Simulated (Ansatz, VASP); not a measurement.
**Rb3Sn in VASP and in Ansatz**

```
Rb Sn
1.0
     5.96889    0.00000    0.00000
     0.00000    5.96889    0.00000
     0.00000    0.00000    5.96889
Rb Sn
3 1
Direct
  0.00000 0.50000 0.50000
  0.50000 0.00000 0.50000
  0.50000 0.50000 0.00000
  0.00000 0.00000 0.00000
```

Alike in both runs: task relaxation of cell and atoms; functional PBE; k mesh 8 × 8 × 8; occupations gaussian, width 0.1 eV; no spin polarisation.

```csv
,VASP,Ansatz
version,VASP 6.6.1,Ansatz 0.2.0
potentials or method,"VASP PAW PBE potentials, release 64 (Rb_sv, Sn_d), cutoff 600 eV","scalar-relativistic, plane waves, PAW"
valence electrons in the cell,41,41
```

```csv
,VASP,Ansatz,Ansatz less VASP
"gap on the k mesh at the Fermi level, each at its own relaxed structure (eV)",none,none,-
relaxed volume (Å³/atom),53.26,53.16,-0.099
relaxed cell length with the largest relative difference (Å),5.973,5.969,-0.0037
```

A gap of «none» marks a metal or a gap that the smearing closes.
